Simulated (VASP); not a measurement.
# Ge (C2/c) in VASP: single point with PBEsol

Aim: the single point of Ge with PBEsol.

Program: VASP 6.6.1. These are calculated values, not measurements. Logs are shortened: lines on timing, memory, paths and dates and some standing lists are left out, and cuts for length are marked.

### 1 The cell of the first run

It takes space group C2/c (No. 15, monoclinic). The conventional cell has a = 2.795 Å, b = 7.282 Å, c = 3.900 Å, α = 90.00°, β = 111.00°, γ = 90.00°. Within 3.2 Å of Ge (site symmetry 2) lie 8 Ge at 2.40 to 3.11 Å.

### 2 Single point, PBEsol (atom 1 (Ge) moved by (-0.300, -0.300) A along x and y)

File INCAR:

```
SYSTEM = Ge
ALGO = Fast ; EDIFF = 1E-6
ENCUT = 520 ; GGA = PS
ISIF = 2 ; ISMEAR = 0
LASPH = .TRUE. ; LCHARG = .FALSE.
LREAL = .FALSE. ; LWAVE = .FALSE.
NBANDS = 21 ; NELM = 60
PREC = Accurate ; SIGMA = 0.15
```

File KPOINTS:

```
k-points
0
G
  20 20 20
  0 0 0
```

File POSCAR:

```
Ge
1.0
   -2.5744897190      2.5744897190      1.3974126432
    2.5744897190     -2.5744897190      1.3974126432
    2.5744897190      2.5744897190     -1.3974126432
Ge
2
Direct
    0.1917360268      0.6917360268      0.3834720536
    0.5000000000      0.5000000000      0.0000000000
```

Potentials or basis: VASP PAW PBE potentials, release 64 (Ge_d).

On the command line:

```bash
cat potpaw_PBE.64/Ge_d/POTCAR > POTCAR
mpirun -np 1 vasp_std > vasp.out
```

OUTCAR:

```text
SYSTEM = Ge
   EDIFF = 1E-6
   ENCUT = 520
   GGA = PS
   ISIF = 2
   ISMEAR = 0
   LASPH = .TRUE.
   LREAL = .FALSE.
   NELM = 60
   PREC = Accurate

 ion  position               nearest neighbor table
   1  0.192  0.692  0.383-   2 2.40   2 2.40
   2  0.500  0.500  0.000-   1 2.40   1 2.40

  LATTYP: Found a body centered tetragonal cell.
 ALAT       =     5.1489794380
 C/A-ratio  =     0.5427920853

  Lattice vectors:

 A1 = (  -2.5744897190,   2.5744897190,   1.3974126432)
 A2 = (   2.5744897190,  -2.5744897190,   1.3974126432)
 A3 = (   2.5744897190,   2.5744897190,  -1.3974126432)

Analysis of symmetry for initial positions (statically):
=====================================================================
 Subroutine PRICEL returns:
 Original cell was already a primitive cell.

 Routine SETGRP: Setting up the symmetry group for a
 body centered tetragonal supercell.

 Subroutine GETGRP returns: Found  4 space group operations
 (whereof  2 operations were pure point group operations)
 out of a pool of 16 trial point group operations.

The static configuration has the point symmetry C_2 .
 The point group associated with its full space group is C_2h.

Analysis of symmetry for dynamics (positions and initial velocities):
=====================================================================
 Subroutine PRICEL returns:
 Original cell was already a primitive cell.

 Routine SETGRP: Setting up the symmetry group for a
 body centered tetragonal supercell.

 Subroutine GETGRP returns: Found  4 space group operations
 (whereof  2 operations were pure point group operations)
 out of a pool of 16 trial point group operations.

The dynamic configuration has the point symmetry C_2 .
 The point group associated with its full space group is C_2h.

 Subroutine INISYM returns: Found  4 space group operations
 (whereof  2 operations are pure point group operations),
 and found     1 'primitive' translations

----------------------------------------------------------------------------------------

                                     Primitive cell

  volume of cell :      37.0482

  direct lattice vectors                    reciprocal lattice vectors
    -2.574489719  2.574489719  1.397412643     0.000000000  0.194213244  0.357804119
     2.574489719 -2.574489719  1.397412643     0.194213244  0.000000000  0.357804119
     2.574489719  2.574489719 -1.397412643     0.194213244  0.194213244  0.000000000

  length of vectors
     3.899840602  3.899840602  3.899840602     0.407114937  0.407114937  0.274659004

  position of ions in fractional coordinates (direct lattice)
     0.191736027  0.691736027  0.383472054
     0.500000000  0.500000000  0.000000000

  ion indices of the primitive-cell ions
   primitive index   ion index
                 1           1
                 2           2

----------------------------------------------------------------------------------------

 KPOINTS: k-points

Automatic generation of k-mesh.
 Grid dimensions read from file:
 generate k-points for:   20   20   20

 Generating k-lattice:

  Cartesian coordinates                     Fractional coordinates (reciprocal lattice)
     0.000000000  0.009710662  0.017890206     0.050000000  0.000000000  0.000000000
     0.009710662  0.000000000  0.017890206     0.000000000  0.050000000  0.000000000
     0.009710662  0.009710662  0.000000000     0.000000000  0.000000000  0.050000000

  Length of vectors
     0.020355747  0.020355747  0.013732950

  Shift w.r.t. Gamma in fractional coordinates (k-lattice)
     0.000000000  0.000000000  0.000000000

 Subroutine IBZKPT returns following result:
 ===========================================

 Found   2112 irreducible k-points:

 Following reciprocal coordinates:
            Coordinates               Weight
  0.000000  0.000000  0.000000      1.000000
  0.050000  0.000000  0.000000      4.000000
  0.000000  0.050000 -0.050000      4.000000
  0.100000  0.000000  0.000000      4.000000
  0.000000  0.100000 -0.100000      4.000000
  0.150000  0.000000 -0.000000      4.000000
[... 16 lines left out ...]
  0.100000  0.000000 -0.050000      2.000000
  0.000000  0.100000 -0.050000      2.000000
 [... further k-points ...]
   k-points           NKPTS =   2112   k-points in BZ     NKDIM =   2112   number of bands    NBANDS=     21
   number of dos      NEDOS =    301   number of ions     NIONS =      2
   total plane-waves  NPLWV =  27000
   dimension x,y,z NGX =    30 NGY =   30 NGZ =   30
   dimension x,y,z NGXF=    60 NGYF=   60 NGZF=   60
   ions per type =               2
   NGX,Y,Z   is equivalent  to a cutoff of  12.79, 12.79, 12.79 a.u.
   NGXF,Y,Z  is equivalent  to a cutoff of  25.58, 25.58, 25.58 a.u.
 SYSTEM =  Ge
   PREC   = accura    normal or accurate (medium, high low for compatibility)
   ISTART =      0    job   : 0-new  1-cont  2-samecut
   ICHARG =      2    charge: 1-file 2-atom 10-const
   ISPIN  =      1    spin polarized calculation?
   LNONCOLLINEAR =      F non collinear calculations
   LSORBIT =      F    spin-orbit coupling
   LASPH  =      T    aspherical Exc in radial PAW
   ENCUT  =  520.0 eV  38.22 Ry    6.18 a.u.   7.25  7.25  7.25*2*pi/ulx,y,z
   NELM   =     60;   NELMIN=  2; NELMDL= -5     # of ELM steps
   EDIFF  = 0.1E-05   stopping-criterion for ELM
   LREAL  =      F    real-space projection
   EDIFFG = 0.1E-04   stopping-criterion for IOM
   NSW    =      0    number of steps for IOM
   IBRION =     -1    ionic relax: 0-MD 1-quasi-New 2-CG
   NFREE  =      0    steps in history (QN), initial steepest desc. (CG)
   ISIF   =      2    stress and relaxation
   ISYM   =      2    0-nonsym 1-usesym 2-fastsym
   POTIM  = 0.5000    time-step for ionic-motion
   TEBEG  =    0.0;   TEEND  =   0.0 temperature during run
   PSTRESS=    0.0 pullay stress
   NELECT =      28.0000    total number of electrons
   NUPDOWN=      -1.0000    fix difference up-down
   EMIN   =  10.00;   EMAX   =-10.00  energy-range for DOS
   EFERMI =   0.00;   METHOD = LEGACY
   ISMEAR =     0;   SIGMA  =   0.15  broadening in eV -4-tet -1-fermi 0-gaus
   EFERMI_NEDOS =   21; number of points for ismear=-14 and -15
   IALGO  =     68    algorithm
   IMIX   =      4    mixing-type and parameters
     AMIX     =   0.40;   BMIX     =  1.00
     AMIX_MAG =   1.60;   BMIX_MAG =  1.00
  volume/ion in A,a.u.               =      18.52       125.01
  Fermi-wavevector in a.u.,A,eV,Ry     =   1.491209  2.817976 30.255333  2.223704
  Thomas-Fermi vector in A             =   2.603893
   LORBIT       =      0    0 simple, 1 ext, 2 COOP (PROOUT), +10 PAW based schemes
   GGA     = PS    functional components
   LHFCALC =     F    Hartree Fock is set to
   AEXX    =    0.0000 exact exchange contribution
   IVDW    =     0    specifies the selected vdW correction
   LEPSILON=     F    determine dielectric tensor
   LRPA    =     F    only Hartree local field effects (RPA)
 non-spin polarized calculation
 RMM-DIIS sequential band-by-band and
 Gauss-broadening in eV      SIGMA  =   0.15
  energy-cutoff  :      520.00
  volume of cell :       37.05
 maximum number of plane-waves:      1021
 NGX is ok and might be reduce to    30
   NGX = 15   NGY = 15   NGZ = 15

 number of electron      28.0000022 magnetization

 Free energy of the ion-electron system (eV)
  ---------------------------------------------------
  ext. energy  EPLUGINS =         0.00000000
  ---------------------------------------------------
  free energy    TOTEN  =        -9.16302058 eV

  energy without entropy =       -9.15267982  energy(sigma->0) =       -9.15785020

 E-fermi :   6.6686     XC(G=0): -11.4229

 val. band max:        6.6679089314   @ k =  -0.2000  -0.1000   0.2500
 cond. band min:       6.6737050533   @ k =   0.5000   0.1000  -0.0000
 fundamental gap:      0.0057961219
 Fermi energy:         6.6686457535

 k-point     1 :       0.0000    0.0000    0.0000
  band No.  band energies     occupation
      1     -18.1278      2.00000
      2     -18.0805      2.00000
      3     -18.0335      2.00000
      4     -18.0251      2.00000
      5     -17.9142      2.00000
      6     -17.8960      2.00000
[... 13 lines left out ...]
     20      18.4420      0.00000
     21      18.6093      0.00000

 k-point     2 :       0.0500    0.0000    0.0000
  band No.  band energies     occupation
      1     -18.1279      2.00000
      2     -18.0778      2.00000
      3     -18.0302      2.00000
      4     -18.0233      2.00000
      5     -17.9177      2.00000
      6     -17.8967      2.00000
[... 13 lines left out ...]
     20      18.4431      0.00000
     21      18.9299      0.00000

 k-point     3 :       0.0000    0.0500   -0.0500
  band No.  band energies     occupation
      1     -18.1274      2.00000
      2     -18.0782      2.00000
      3     -18.0303      2.00000
      4     -18.0238      2.00000
      5     -17.9164      2.00000
      6     -17.8975      2.00000
[... 13 lines left out ...]
     20      18.5650      0.00000
     21      18.8817      0.00000

 k-point     4 :       0.1000    0.0000    0.0000
  band No.  band energies     occupation
      1     -18.1279      2.00000
      2     -18.0703      2.00000
      3     -18.0208      2.00000
      4     -18.0188      2.00000
      5     -17.9270      2.00000
      6     -17.8980      2.00000
[... 13 lines left out ...]
     20      18.1138      0.00000
     21      18.7211      0.00000

 k-point     5 :       0.0000    0.1000   -0.1000
  band No.  band energies     occupation
      1     -18.1260      2.00000
      2     -18.0718      2.00000
      3     -18.0238      2.00000
      4     -18.0180      2.00000
      5     -17.9226      2.00000
      6     -17.9015      2.00000
[... 13 lines left out ...]
     20      18.2847      0.00000
     21      18.7695      0.00000

 k-point     6 :       0.1500    0.0000   -0.0000
  band No.  band energies     occupation
      1     -18.1270      2.00000
      2     -18.0600      2.00000
      3     -18.0143      2.00000
      4     -18.0065      2.00000
      5     -17.9394      2.00000
      6     -17.8982      2.00000
[... 13 lines left out ...]
     20      17.1743      0.00000
     21      17.9985      0.00000

 k-point     7 :       0.0000    0.1500   -0.1500
  band No.  band energies     occupation
      1     -18.1238      2.00000
      2     -18.0626      2.00000
      3     -18.0189      2.00000
      4     -18.0055      2.00000
      5     -17.9318      2.00000
      6     -17.9068      2.00000
[... 13 lines left out ...]
     20      17.2385      0.00000
     21      17.9818      0.00000
[... 291 lines left out ...]
      1     -18.0911      2.00000
      2     -18.0794      2.00000
      3     -18.0258      2.00000
      4     -18.0123      2.00000
      5     -17.9000      2.00000
      6     -17.8936      2.00000
[... 13 lines left out ...]
     20      17.5401      0.00000
     21      18.1445      0.00000

 k-point    21 :       0.0000    0.5000    0.5000
  band No.  band energies     occupation
      1     -18.1087      2.00000
      2     -18.0174      2.00000
      3     -18.0048      2.00000
      4     -17.9981      2.00000
      5     -17.9851      2.00000
      6     -17.9198      2.00000
[... 13 lines left out ...]
     20      18.7407      0.00000
     21      19.2667      0.00000

 k-point    22 :       0.0500    0.0500   -0.0000
  band No.  band energies     occupation
      1     -18.1270      2.00000
      2     -18.0711      2.00000
      3     -18.0236      2.00000
      4     -18.0190      2.00000
      5     -17.9242      2.00000
      6     -17.9004      2.00000
[... 13 lines left out ...]
     20      18.1957      0.00000
     21      18.5793      0.00000

 k-point    23 :       0.1000    0.0000   -0.0500
  band No.  band energies     occupation
      1     -18.1286      2.00000
      2     -18.0702      2.00000
      3     -18.0204      2.00000
      4     -18.0194      2.00000
      5     -17.9267      2.00000
      6     -17.8983      2.00000
[... 13 lines left out ...]
     20      18.2302      0.00000
     21      18.4971      0.00000

 k-point    24 :       0.0000    0.1000   -0.0500
  band No.  band energies     occupation
      1     -18.1268      2.00000
      2     -18.0717      2.00000
      3     -18.0243      2.00000
      4     -18.0178      2.00000
      5     -17.9220      2.00000
      6     -17.9022      2.00000
[... 13 lines left out ...]
     20      18.2493      0.00000
     21      18.5179      0.00000

 [... further k-points ...]

------------------------ aborting loop because EDIFF is reached ----------------------------------------

  FORCE on cell =-STRESS in cart. coord.  units (eV):
  Direction    XX          YY          ZZ          XY          YZ          ZX
  --------------------------------------------------------------------------------------
  -------------------------------------------------------------------------------------
  Total        1.5494285      1.5494285      0.7583553     -0.1272127      0.4357294     -0.4357292
  in kB       67.0062216     67.0062216     32.7956564     -5.5014112     18.8434505    -18.8434448
  external PRESSURE =      55.6026999 kB  Pullay stress =       0.0000000 kB

 VOLUME and BASIS-vectors are now :
 -----------------------------------------------------------------------------
  energy-cutoff  :      520.00
  volume of cell :       37.05
      direct lattice vectors                 reciprocal lattice vectors
    -2.574489719  2.574489719  1.397412643     0.000000000  0.194213244  0.357804119
     2.574489719 -2.574489719  1.397412643     0.194213244  0.000000000  0.357804119
     2.574489719  2.574489719 -1.397412643     0.194213244  0.194213244  0.000000000

 POSITION                                       TOTAL-FORCE (eV/Angst)
 -----------------------------------------------------------------------------------
      2.27449     -0.30000      0.69871         1.342827      1.342827     -0.000000
      0.00000      0.00000      1.39741        -1.342827     -1.342827      0.000000
 -----------------------------------------------------------------------------------
    total drift:                               -0.000006     -0.000006     -0.000000

  FREE ENERGIE OF THE ION-ELECTRON SYSTEM (eV)
  ---------------------------------------------------
  free  energy   TOTEN  =        -9.1630205826 eV

  energy  without entropy=       -9.1526798209  energy(sigma->0) =       -9.15785020
```

Wall time 27 min (1 thread of Oxide Virtual Turin-like, shared host); peak memory 1.2 GiB.

What came out:

```
Free energy            : -9.1630 eV
Pressure               : 5.6 GPa
Largest force          : 1.899 eV/Å
Band gap on the k mesh : zero (bands 14 and 15 overlap by 4.75 eV)
```

Forces in eV/Å, atoms in the order of the input:
```
Ge   1.343  1.343  0.000
Ge  -1.343 -1.343  0.000
```

Stress tensor (GPa, compression positive):
```
 6.70 -0.55 -1.88
-0.55  6.70  1.88
-1.88  1.88  3.28
```

Caveat: the cell differs from its parent crystal (atom 1 (Ge) moved by (-0.300, -0.300) A along x and y); the cell stands under pressure; the PAW data sets were made with another functional, which shifts forces and pressure a little.
